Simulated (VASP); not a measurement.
Si16O (a cell with a defect): single point with PBE+D3(BJ)

System: Si16O (a cell with a defect).

```xyz
17
Lattice="0.0000 5.4300 5.4300 5.4300 0.0000 5.4300 5.4300 5.4300 0.0000" Properties=species:S:1:pos:R:3 pbc="T T T"
Si   -0.0767    0.0330   -0.0691
Si    1.5019    1.3246    1.1484
Si    2.5459    2.8259   -0.2023
Si    4.1208    4.1022    1.2390
Si    3.0318    0.0778    2.1310
Si    4.1758    1.4973    3.6748
Si    5.6232    2.6997    2.4384
Si    6.9028    4.1701    3.5878
Si   -0.1521    2.6106    2.5292
Si    1.2496    3.9443    4.1865
Si    2.3442    5.2304    2.6153
Si    3.6443    6.5770    3.9284
Si    2.8246    2.4482    5.3296
Si    4.3288    4.1506    6.1950
Si    5.7470    5.7500    4.6468
Si    6.7488    6.7893    6.5723
O     5.9383    4.1258    5.7896
```

```json
{
  "Program": "VASP 6.6.1",
  "Task": "single point",
  "Functional": "PBE",
  "Dispersion": "D3(BJ)",
  "Potentials or basis": "VASP PAW PBE potentials, release 64 (Si, O)",
  "Cutoff": "520 eV",
  "k mesh": "2 × 2 × 2",
  "Occupations": "fermi-dirac, width 0.02 eV",
  "Spin": "collinear spin, ferromagnetic start",
  "Starting moments": "[0.0, 0.0, 0.0, 0.0, 0.0, 0.0, 0.0, 0.0, 0.0, 0.0, 0.0, 0.0, 0.0, 0.0, 0.0, 0.0, 1.0] μB"
}
```

| Quantity | Value |
| --- | --- |
| Pressure | 0.9 GPa |
| Largest force | 2.727 eV/Å |
| Band gap on the k mesh | 0.33 eV |
| Net moment | 0.00 μB per cell |
| Valence electrons inside the program's atomic spheres | Si 1.69, 1.71, 1.65, 1.66, 1.70, 1.68, 1.77, 1.58, 1.62, 1.63, 1.74 (each value once); O 5.05 |
| Dispersion energy per atom | -0.309 eV |

Forces on the atoms (eV/Å):
```
Si   0.637  0.914 -1.053
Si  -2.327  1.010 -0.052
Si   1.411  0.323 -0.290
Si  -1.924 -0.590  0.272
Si   0.567 -0.974  1.462
Si  -0.332 -1.847  1.194
Si  -1.374  1.810  0.124
Si   2.377 -0.047 -1.016
Si   0.407 -0.634  1.076
Si  -0.575 -1.137 -0.727
Si   1.035 -0.432 -0.930
Si   1.204  0.942  0.140
Si   0.745  2.345 -1.177
Si  -1.222 -1.592  1.163
Si  -0.592  0.756  1.025
Si   0.585 -1.795 -0.697
O   -0.621  0.949 -0.514
```

Stress tensor (GPa, compression positive):
```
 0.60  1.22 -3.18
 1.22  1.58  1.15
-3.18  1.15  0.43
```

Levels at points of the mesh, in eV from the valence-band top:
Spin up:
```tsv
k point	band 32	band 33	band 34	band 35	band 36	band 37	band 38	band 39
(0.00, 0.00, 0.00)	-0.61	-0.55	-0.14	0.00	0.33	0.36	0.52	0.69
(0.50, 0.00, 0.00)	-1.06	-0.93	-0.69	-0.33	0.75	1.02	1.31	1.46
(0.00, 0.50, 0.00)	-1.46	-1.12	-0.58	-0.26	0.43	0.94	1.04	1.42
(0.00, 0.00, 0.50)	-1.19	-0.77	-0.56	-0.26	0.54	1.08	1.21	1.53
(0.50, 0.50, 0.50)	-1.20	-0.88	-0.81	-0.58	0.72	0.87	1.06	1.18
(0.50, 0.50, 0.00)	-1.37	-1.30	-1.00	-0.77	1.20	1.24	1.39	2.01
(0.00, 0.50, 0.50)	-1.50	-1.21	-1.02	-0.85	0.64	1.14	1.42	1.94
(0.50, 0.00, 0.50)	-1.52	-1.31	-0.87	-0.72	0.83	1.15	1.36	2.00
```
Spin down:
```tsv
k point	band 31	band 32	band 33	band 34	band 35	band 36	band 37	band 38	band 39	band 40
(0.00, 0.00, 0.00)	-0.89	-0.61	-0.55	-0.14	0.00	0.33	0.36	0.52	0.69	0.81
(0.50, 0.00, 0.00)	-1.60	-1.06	-0.93	-0.69	-0.33	0.75	1.02	1.31	1.46	1.62
(0.00, 0.50, 0.00)	-1.63	-1.46	-1.12	-0.58	-0.26	0.43	0.94	1.04	1.42	1.68
(0.00, 0.00, 0.50)	-1.39	-1.19	-0.77	-0.56	-0.26	0.54	1.08	1.21	1.53	1.73
(0.50, 0.50, 0.50)	-1.45	-1.20	-0.88	-0.81	-0.58	0.72	0.87	1.06	1.18	1.50
(0.50, 0.50, 0.00)	-1.83	-1.37	-1.30	-1.00	-0.77	1.20	1.24	1.39	2.01	2.12
(0.00, 0.50, 0.50)	-1.60	-1.50	-1.21	-1.02	-0.85	0.64	1.14	1.42	1.94	2.09
(0.50, 0.00, 0.50)	-1.66	-1.52	-1.31	-0.87	-0.72	0.83	1.15	1.36	2.00	2.09
```

Wall time 10 min on 1 thread of AMD EPYC 9755 128-Core Processor, with other jobs on the host, peak memory 0.71 GiB.

Caveat: the k points lie up to 0.50 Å⁻¹ apart; the atoms stand as in a frame of molecular dynamics.
